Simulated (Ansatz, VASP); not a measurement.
## ScSiS3 in VASP and in Ansatz

```xyz
5
Lattice="4.6234 0.0000 0.0000 0.0000 4.6234 0.0000 0.0000 0.0000 4.6234" Properties=species:S:1:pos:R:3 pbc="T T T"
Sc    0.0000    0.0000    0.0000
Si    2.3117    2.3117    2.3117
S     0.0000    2.3117    2.3117
S     2.3117    0.0000    2.3117
S     2.3117    2.3117    0.0000
```

Change from the starting cell: species swapped into the CeBRh3 type (Pm-3m, No. 221).

Alike in both runs: task relaxation of cell and atoms; functional PBE; k mesh 4 × 4 × 4; occupations gaussian, width 0.1 eV; no spin polarisation.

|  | VASP | Ansatz |
| --- | --- | --- |
| version | VASP 6.6.1 | Ansatz 0.2.0 |
| potentials or method | VASP PAW PBE potentials, release 64 (Sc_sv, Si, S), cutoff 600 eV | scalar-relativistic, plane waves, PAW |
| valence electrons in the cell | 33 | 33 |

VASP gave:

- gap on the k mesh at the Fermi level, each at its own relaxed structure (eV): none
- relaxed volume (Å³/atom): 18.45
- relaxed length of the cell vector where the two differ most in proportion (Å): 4.518

Task: Estimate Ansatz's values.

Result: gap on the k mesh at the Fermi level, each at its own relaxed structure (eV): none; relaxed volume (Å³/atom): 18.42; relaxed length of the cell vector where the two differ most in proportion (Å): 4.516.

A gap of «none» marks a metal or a gap that the smearing closes.

Noted on VASP's run: too few bands were computed for a metal, which touches its energy and stress.
